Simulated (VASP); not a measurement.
# Mg (P6_3/mmc) in VASP: notebook, part 3 of 3

VASP 6.6.1.

## 4. Relaxation of cell and atoms, LDA, target pressure 15 GPa, at which the enthalpy is minimised

INCAR reads:

```
SYSTEM = Mg
ALGO = Normal
EDIFF = 1E-6
EDIFFG = -0.002
ENCUT = 600
GGA = CA
IBRION = 2
ISIF = 3
ISMEAR = -1
LASPH = .TRUE.
LCHARG = .FALSE.
LREAL = .FALSE.
LWAVE = .FALSE.
NELM = 100
NSW = 100
PREC = Accurate
PSTRESS = 150.0
SIGMA = 0.1
```

KPOINTS reads:

```
k-points
0
G
  18 18 10
  0 0 0
```

POSCAR reads:

```
Mg
1.0
    3.1357687887      0.0000000000      0.0000000000
   -1.5678843944      2.7156554314      0.0000000000
    0.0000000000      0.0000000000      5.0810750094
Mg
2
Direct
    0.3333333333      0.6666666667      0.2500000000
    0.6666666667      0.3333333333      0.7500000000
```

Potentials or basis: VASP PAW LDA potentials, release 64 (Mg).

On the command line:

```bash
$ cat potpaw_LDA.64/Mg/POTCAR > POTCAR
$ mpirun -np 1 vasp_std > vasp.out
```

OUTCAR:

```text
SYSTEM = Mg
   EDIFF = 1E-6
   EDIFFG = -0.002
   ENCUT = 600
   GGA = CA
   IBRION = 2
   ISIF = 3
   ISMEAR = -1
   LASPH = .TRUE.
   LREAL = .FALSE.
   NELM = 100
   NSW = 100
   PREC = Accurate
   PSTRESS = 150.0

 ion  position               nearest neighbor table
   1  0.333  0.667  0.250-   2 3.12   2 3.12   2 3.12   2 3.12   2 3.12   2 3.12
   2  0.667  0.333  0.750-   1 3.12   1 3.12   1 3.12   1 3.12   1 3.12   1 3.12

  LATTYP: Found a hexagonal cell.
 ALAT       =     3.1357687887
 C/A-ratio  =     1.6203602216

  Lattice vectors:

 A1 = (   3.1357687887,   0.0000000000,   0.0000000000)
 A2 = (  -1.5678843944,   2.7156554314,   0.0000000000)
 A3 = (   0.0000000000,   0.0000000000,   5.0810750094)

Analysis of symmetry for initial positions (statically):
=====================================================================
 Subroutine PRICEL returns:
 Original cell was already a primitive cell.

 Routine SETGRP: Setting up the symmetry group for a
 hexagonal supercell.

 Subroutine GETGRP returns: Found 24 space group operations
 (whereof 12 operations were pure point group operations)
 out of a pool of 24 trial point group operations.

The static configuration has the point symmetry D_3d.
 The point group associated with its full space group is D_6h.

Analysis of symmetry for dynamics (positions and initial velocities):
=====================================================================
 Subroutine PRICEL returns:
 Original cell was already a primitive cell.

 Routine SETGRP: Setting up the symmetry group for a
 hexagonal supercell.

 Subroutine GETGRP returns: Found 24 space group operations
 (whereof 12 operations were pure point group operations)
 out of a pool of 24 trial point group operations.

The dynamic configuration has the point symmetry D_3d.
 The point group associated with its full space group is D_6h.

 Subroutine INISYM returns: Found 24 space group operations
 (whereof 12 operations are pure point group operations),
 and found     1 'primitive' translations

----------------------------------------------------------------------------------------

                                     Primitive cell

  volume of cell :      43.2687

  direct lattice vectors                    reciprocal lattice vectors
     3.135768789  0.000000000  0.000000000     0.318901063  0.184117615  0.000000000
    -1.567884394  2.715655431  0.000000000     0.000000000  0.368235229  0.000000000
     0.000000000  0.000000000  5.081075009     0.000000000  0.000000000  0.196808746

  length of vectors
     3.135768789  3.135768789  5.081075009     0.368235229  0.368235229  0.196808746

  position of ions in fractional coordinates (direct lattice)
     0.333333333  0.666666667  0.250000000
     0.666666667  0.333333333  0.750000000

  ion indices of the primitive-cell ions
   primitive index   ion index
                 1           1
                 2           2

----------------------------------------------------------------------------------------

 KPOINTS: k-points

Automatic generation of k-mesh.
[... 49 lines left out ...]
   number of dos      NEDOS =    301   number of ions     NIONS =      2
   total plane-waves  NPLWV =  32928
   dimension x,y,z NGX =    28 NGY =   28 NGZ =   42
   dimension x,y,z NGXF=    56 NGYF=   56 NGZF=   84
   ions per type =               2
   NGX,Y,Z   is equivalent  to a cutoff of  14.84, 14.84, 13.74 a.u.
   NGXF,Y,Z  is equivalent  to a cutoff of  29.69, 29.69, 27.48 a.u.
 SYSTEM =  Mg
   PREC   = accura    normal or accurate (medium, high low for compatibility)
   ISTART =      0    job   : 0-new  1-cont  2-samecut
   ICHARG =      2    charge: 1-file 2-atom 10-const
   ISPIN  =      1    spin polarized calculation?
   LNONCOLLINEAR =      F non collinear calculations
   LSORBIT =      F    spin-orbit coupling
   LASPH  =      T    aspherical Exc in radial PAW
   ENCUT  =  600.0 eV  44.10 Ry    6.64 a.u.   6.26  6.26 10.15*2*pi/ulx,y,z
   NELM   =    100;   NELMIN=  2; NELMDL= -5     # of ELM steps
   EDIFF  = 0.1E-05   stopping-criterion for ELM
   LREAL  =      F    real-space projection
   EDIFFG = -.2E-02   stopping-criterion for IOM
   NSW    =    100    number of steps for IOM
   IBRION =      2    ionic relax: 0-MD 1-quasi-New 2-CG
   NFREE  =      1    steps in history (QN), initial steepest desc. (CG)
   ISIF   =      3    stress and relaxation
   ISYM   =      2    0-nonsym 1-usesym 2-fastsym
   POTIM  = 0.5000    time-step for ionic-motion
   TEBEG  =    0.0;   TEEND  =   0.0 temperature during run
   PSTRESS=  150.0 pullay stress
   NELECT =       4.0000    total number of electrons
   NUPDOWN=      -1.0000    fix difference up-down
   EMIN   =  10.00;   EMAX   =-10.00  energy-range for DOS
   EFERMI =   0.00;   METHOD = LEGACY
   ISMEAR =    -1;   SIGMA  =   0.10  broadening in eV -4-tet -1-fermi 0-gaus
   EFERMI_NEDOS =   21; number of points for ismear=-14 and -15
   IALGO  =     38    algorithm
   IMIX   =      4    mixing-type and parameters
     AMIX     =   0.40;   BMIX     =  1.00
     AMIX_MAG =   1.60;   BMIX_MAG =  1.00
  volume/ion in A,a.u.               =      21.63       146.00
  Fermi-wavevector in a.u.,A,eV,Ry     =   0.740236  1.398843  7.455298  0.547949
  Thomas-Fermi vector in A             =   1.834590
   LORBIT       =      0    0 simple, 1 ext, 2 COOP (PROOUT), +10 PAW based schemes
   GGA     = CA    functional components
   LHFCALC =     F    Hartree Fock is set to
   AEXX    =    0.0000 exact exchange contribution
   IVDW    =     0    specifies the selected vdW correction
   LEPSILON=     F    determine dielectric tensor
   LRPA    =     F    only Hartree local field effects (RPA)
 conjugate gradient relaxation of ions
 non-spin polarized calculation
  energy-cutoff  :      600.00
  volume of cell :       43.27
 maximum number of plane-waves:      1466
 NGX is ok and might be reduce to    28
   NGX = 13   NGY = 13   NGZ = 21

--------------------------------------- Ionic step        1  -------------------------------------------

 number of electron       4.0000000 magnetization

 Free energy of the ion-electron system (eV)
  ---------------------------------------------------
  ext. energy  EPLUGINS =         0.00000000
  ---------------------------------------------------
  free energy    TOTEN  =        -3.63398385 eV

  energy without entropy =       -3.60744230  energy(sigma->0) =       -3.62071308

------------------------ aborting loop because EDIFF is reached ----------------------------------------

  FORCE on cell =-STRESS in cart. coord.  units (eV):
  Direction    XX          YY          ZZ          XY          YZ          ZX
  --------------------------------------------------------------------------------------
  -------------------------------------------------------------------------------------
  Total       -0.0878123     -0.0878123     -0.0929836      0.0000000      0.0000000      0.0000000
  in kB       -3.2515578     -3.2515578     -3.4430432      0.0000000      0.0000000      0.0000000
  external PRESSURE =    -153.3153863 kB  Pullay stress =     150.0000000 kB
[... 97 lines left out ...]
  energy  without entropy=       -3.2690126530  energy(sigma->0) =       -3.27957093

  enthalpy is  TOTEN    =        -0.1042157201 eV   P V=        3.1859134867

 E-fermi :   4.2372     XC(G=0):  -9.7057

 val. band max:        4.2334370478   @ k =   0.4444   0.0000   0.4000
 cond. band min:       4.2396758728   @ k =   0.3333   0.1111   0.1000
 fundamental gap:      0.0062388250
 Fermi energy:         4.2371538670

 k-point     1 :       0.0000    0.0000    0.0000
  band No.  band energies     occupation
      1      -4.0718      2.00000
      2       2.1129      2.00000
      3       3.0244      1.99999
      4      16.9048      0.00000
      5      16.9048      0.00000
      6      17.6232      0.00000
[... 199 lines left out ...]
 k-point    24 :       0.3889    0.1111    0.0000
  band No.  band energies     occupation
      1       0.7197      2.00000
      2       3.1406      1.99997
      3       6.4787      0.00000
      4       7.4819      0.00000
      5       8.8542      0.00000
      6       9.0085      0.00000

 [... further k-points ...]

[... ionic steps 4 to 9 ...]

--------------------------------------- Ionic step       10  -------------------------------------------

 number of electron       4.0000000 magnetization

------------------------ aborting loop because EDIFF is reached ----------------------------------------
[... 71 lines left out ...]
--------------------------------------- Ionic step       12  -------------------------------------------

 number of electron       4.0000000 magnetization

 Free energy of the ion-electron system (eV)
  ---------------------------------------------------
  ext. energy  EPLUGINS =         0.00000000
  ---------------------------------------------------
  free energy    TOTEN  =        -3.29247903 eV

  energy without entropy =       -3.27144756  energy(sigma->0) =       -3.28196330

 E-fermi :   4.2217     XC(G=0):  -9.6973

 val. band max:        4.2170290882   @ k =   0.4444   0.0000   0.4000
 cond. band min:       4.2247444595   @ k =   0.3333   0.1111   0.1000
 fundamental gap:      0.0077153712
 Fermi energy:         4.2216975877

 k-point     1 :       0.0000    0.0000    0.0000
  band No.  band energies     occupation
      1      -4.0757      2.00000
      2       2.1020      2.00000
      3       3.0099      1.99999
      4      16.8731      0.00000
      5      16.8731      0.00000
      6      17.5855      0.00000
[... 240 lines left out ...]
  energy  without entropy=       -3.2714475583  energy(sigma->0) =       -3.28196330

  enthalpy is  TOTEN    =        -0.1042574732 eV   P V=        3.1882215590

 reached required accuracy - stopping structural energy minimisation
```

OSZICAR:

```text
N       E                     dE             d eps       ncg     rms          rms(c)
DAV:   1    -0.222089867762E+00   -0.22209E+00   -0.14837E+03  2664   0.539E+02
DAV:   2    -0.362851135892E+01   -0.34064E+01   -0.31965E+01  3714   0.317E+01
DAV:   3    -0.365483409465E+01   -0.26323E-01   -0.26175E-01  3720   0.338E+00
[... 58 lines left out ...]
DAV:   2    -0.329247290873E+01    0.80519E-10   -0.15258E-08  1344   0.985E-04
  11 F= -.10425724E+00 E0= -.93742380E-01  d E =-.162181E-03
       N       E                     dE             d eps       ncg     rms          rms(c)
DAV:   1    -0.329247903257E+01   -0.61238E-05   -0.11322E-07  1584   0.204E-03    0.137E-04
DAV:   2    -0.329247903216E+01    0.41625E-09   -0.19473E-09  1344   0.331E-04
  12 F= -.10425747E+00 E0= -.93741736E-01  d E =-.229555E-06
```

It took 2.2 min on 1 thread of Intel Xeon Platinum 8488C (Sapphire Rapids), shared host; peak memory 0.23 GiB.

Results:

- Free energy: -3.2925 eV
- Relaxed volume: 17.03 Å³/atom
- Relaxed cell: a = 2.898 Å, b = 2.898 Å, c = 4.683 Å, α = 90.00°, β = 90.00°, γ = 120.00°
- Space group after relaxing (to 0.1 Å): P6_3/mmc (No. 194)
- Energy change on relaxing (the run minimises the enthalpy): +170.8 meV/atom
- Ionic steps: 12
- Pressure after relaxing: 15.0 GPa
- Band gap on the k mesh: zero (bands 2 and 3 overlap by 2.21 eV)

The path:
| step | energy change (eV) | largest force (eV/Å) | pressure (GPa) | volume (Å³) |
| --- | --- | --- | --- | --- |
| 1 | 0.0000 | 0.0000 | -0.33 | 43.27 |
| 2 | 0.6356 | 0.0000 | 23.17 | 31.56 |
| 3 | 0.3439 | 0.0000 | 15.06 | 34.03 |
| 4 | 0.3281 | 0.0000 | 14.60 | 34.20 |
| 5 | 0.3285 | 0.0000 | 14.61 | 34.20 |
| 6 | 0.3291 | 0.0000 | 14.62 | 34.19 |
| 7 | 0.3310 | 0.0000 | 14.68 | 34.17 |
| 8 | 0.3369 | 0.0000 | 14.86 | 34.10 |
| 9 | 0.3490 | 0.0000 | 15.22 | 33.97 |
| 10 | 0.3418 | 0.0000 | 15.00 | 34.05 |
| 11 | 0.3415 | 0.0000 | 15.00 | 34.05 |
| 12 | 0.3415 | 0.0000 | 14.99 | 34.05 |

Final structure:
```cif
data_structure
_symmetry_space_group_name_H-M 'P 1'
_symmetry_Int_Tables_number 1
_cell_length_a 2.8977
_cell_length_b 2.8977
_cell_length_c 4.6830
_cell_angle_alpha 90.000
_cell_angle_beta 90.000
_cell_angle_gamma 120.000
_cell_volume 34.05
loop_
_atom_site_label
_atom_site_type_symbol
_atom_site_fract_x
_atom_site_fract_y
_atom_site_fract_z
_atom_site_occupancy
Mg1 Mg 0.33333 0.66667 0.25000 1
Mg2 Mg 0.66667 0.33333 0.75000 1
```

Caveat: the cell is relaxed towards a set pressure, so the run minimises the enthalpy, not the energy; the volume moved by over 15 % at a fixed basis, so the end points are rough.

## 5. Relaxation of cell and atoms, LDA

This run uses another cell than the first one, of 23.24 Å³/atom.

INCAR: that of step 4 with these lines changed.

```diff
@@ -5,3 +5,2 @@
 ENCUT = 600
-GGA = CA
 IBRION = 2
@@ -13,6 +12,5 @@
 LWAVE = .FALSE.
-NELM = 100
+NELM = 60
 NSW = 100
 PREC = Accurate
-PSTRESS = 150.0
 SIGMA = 0.1
```

KPOINTS is that of step 4.

POSCAR reads:

```
Mg
1.0
    3.2093000000      0.0000000000      0.0000000000
   -1.6046500000      2.7793353284      0.0000000000
    0.0000000000      0.0000000000      5.2103000000
Mg
2
Direct
    0.3333333333      0.6666666667      0.2500000000
    0.6666666667      0.3333333333      0.7500000000
```

On the command line:

```bash
$ cat potpaw_LDA.64/Mg/POTCAR > POTCAR
$ mpirun -np 1 vasp_std > vasp.out
```

Run time: 93 s. Hardware: 1 thread of Intel Xeon Platinum 8488C (Sapphire Rapids), shared host; peak memory 0.23 GiB.

It converged, with:

* Free energy: -3.6344 eV
* Relaxed volume: 21.46 Å³/atom
* Relaxed cell: a = 3.128 Å, b = 3.128 Å, c = 5.065 Å, α = 90.00°, β = 90.00°, γ = 120.00°
* Space group after relaxing (to 0.1 Å): P6_3/mmc (No. 194)
* Energy gained by relaxing: 16.4 meV/atom
* Ionic steps: 8
* Pressure after relaxing: 0.0 GPa
* Band gap on the k mesh: zero (bands 2 and 3 overlap by 2.26 eV)

The path:
| step | energy change (eV) | largest force (eV/Å) | pressure (GPa) | volume (Å³) |
| --- | --- | --- | --- | --- |
| 1 | 0.0000 | 0.0000 | -2.76 | 46.47 |
| 2 | -0.0304 | 0.0000 | -0.83 | 43.83 |
| 3 | -0.0328 | 0.0000 | -0.03 | 42.94 |
| 4 | -0.0328 | 0.0000 | 0.03 | 42.88 |
| 5 | -0.0329 | 0.0000 | 0.01 | 42.91 |
| 6 | -0.0329 | 0.0000 | -0.02 | 42.94 |
| 7 | -0.0329 | 0.0000 | -0.01 | 42.92 |
| 8 | -0.0329 | 0.0000 | 0.00 | 42.92 |

Final structure:
```cif
data_structure
_symmetry_space_group_name_H-M 'P 1'
_symmetry_Int_Tables_number 1
_cell_length_a 3.1279
_cell_length_b 3.1279
_cell_length_c 5.0652
_cell_angle_alpha 90.000
_cell_angle_beta 90.000
_cell_angle_gamma 120.000
_cell_volume 42.92
loop_
_atom_site_label
_atom_site_type_symbol
_atom_site_fract_x
_atom_site_fract_y
_atom_site_fract_z
_atom_site_occupancy
Mg1 Mg 0.33333 0.66667 0.25000 1
Mg2 Mg 0.66667 0.33333 0.75000 1
```

Levels at points of the mesh, in eV from the Fermi level:
| k point | band 1 | band 2 | band 3 | band 4 | band 5 | band 6 |
| --- | --- | --- | --- | --- | --- | --- |
| (0.00, 0.00, 0.00) | -7.21 | -1.74 | -1.24 | 11.27 | 11.27 | 11.44 |
| (0.50, 0.00, 0.00) | -2.24 | -2.21 | 2.76 | 3.10 | 3.45 | 3.85 |
| (0.00, 0.00, 0.50) | -5.75 | -5.75 | 5.26 | 5.26 | 12.02 | 12.02 |
| (0.50, 0.00, 0.50) | -1.15 | -1.15 | -0.45 | -0.45 | 8.28 | 8.28 |

LDA usually gives volumes a few per cent too small. Zero-point motion and thermal expansion aren't in these numbers.

## 6. Overview

```csv
cell,gap on the mesh (eV),pressure (GPa)
"relaxed to 7 GPa from a = 3.136, b = 3.136, c = 5.081 Å, angles 90.0, 90.0, 120.0°, 2 atoms",none,7.0
"relaxed to 10 GPa from a = 3.136, b = 3.136, c = 5.081 Å, angles 90.0, 90.0, 120.0°, 2 atoms",none,10.0
"relaxed to 15 GPa from a = 3.136, b = 3.136, c = 5.081 Å, angles 90.0, 90.0, 120.0°, 2 atoms",none,15.0
"relaxed from a = 3.209, b = 3.209, c = 5.210 Å, angles 90.0, 90.0, 120.0°, 2 atoms",none,0.0
```

Alike in all rows: task relaxation of cell and atoms; level LDA; potentials or basis VASP PAW LDA potentials, release 64 (Mg); no spin polarisation; k mesh 18 × 18 × 10; cutoff (eV) 600; smearing fermi-dirac 0.1 eV.

Caveats: the cell is relaxed towards a set pressure, so the run minimises the enthalpy, not the energy (at least some runs); the volume moved by over 15 % at a fixed basis, so the end points are rough (at least some runs).

Absolute energies hang on the potentials; compare differences alone.

The gap in the log of VASP goes by the Fermi energy; the results here count the filled bands.